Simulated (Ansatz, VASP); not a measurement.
TiAl3: VASP beside Ansatz

Contents of INCAR:

```
SYSTEM = TiAl3
PREC = Accurate
ENCUT = 500
EDIFF = 1E-6
ISMEAR = 0
SIGMA = 0.15
LREAL = .FALSE.
LASPH = .TRUE.
NELM = 120
ALGO = Normal
ISIF = 2
LWAVE = .FALSE.
LCHARG = .TRUE.
GGA = PS
LELF = .TRUE.
LVHAR = .TRUE.
NBANDS = 18
GGA_COMPAT = .FALSE.
```

The input KPOINTS:

```
Automatic mesh
0
G
  12 12 12
  0 0 0
```

The input POSCAR:

```
TiAl3
1.0
    4.0345885656      0.0798399844      0.0703076245
    0.0798399844      3.9004236218     -0.0782865881
    0.0703076245     -0.0782865881      3.8055597076
Ti Al
1 3
Direct
   -0.0025807076     -0.0020315414      0.0024365171
    0.5023395320      0.5092867383      0.0020413508
    0.4947193274     -0.0041672538      0.4985994677
    0.0055218483      0.4969120569      0.4969226644
```

Input for Ansatz:

```yaml
crystal:
  lattice:
    - [4.0345885656, 0.0798399844, 0.0703076245]
    - [0.0798399844, 3.9004236218, -0.0782865881]
    - [0.0703076245, -0.0782865881, 3.8055597076]
  atoms:
    - { symbol: Ti, position: [-0.0025807076, -0.0020315414, 0.0024365171] }
    - { symbol: Al, position: [0.502339532, 0.5092867383, 0.0020413508] }
    - { symbol: Al, position: [0.4947193274, -0.0041672538, 0.4985994677] }
    - { symbol: Al, position: [0.0055218483, 0.4969120569, 0.4969226644] }
basis:
  ecutwfc: 420
kpoints:
  mp_grid: { grid: [12, 12, 12] }
hamiltonian:
  xc: pbesol
scf:
  occupations: { method: gaussian, width: 0.15 }
output:
  forces: true
  stress: true
  eigenvalues: true
```

Change from the starting cell: all atoms moved at random (sigma 0.03 Å a component), cell strained at random (sigma 0.03).

Alike in both runs: task single point; functional PBEsol; k mesh 12 × 12 × 12; occupations gaussian, width 0.15 eV; no spin polarisation.

|  | VASP | Ansatz |
| --- | --- | --- |
| version | VASP 6.6.1 | Ansatz 0.2.0 |
| potentials or method | VASP PAW PBE potentials, release 64 (Ti_sv, Al), cutoff 500 eV | scalar-relativistic, plane waves, PAW |
| valence electrons in the cell | 21 | 21 |

Ansatz gave:

* gap on the k mesh at the Fermi level (eV): none
* pressure (GPa): 4.3
* traceless stress, the component that is largest in VASP (GPa): 4.55
* rms of the force components (eV/Å): 0.183

Q: Estimate VASP's values.

A: gap on the k mesh at the Fermi level (eV): none; pressure (GPa): 4.4; traceless stress, the component that is largest in VASP (GPa): 4.57; rms of the force components (eV/Å): 0.183.

VASP's potentials were made for PBE, not for PBEsol. Atom by atom the forces differ by 0.001 eV/Å (rms over components). A gap of «none» marks a metal or a gap that the smearing closes.
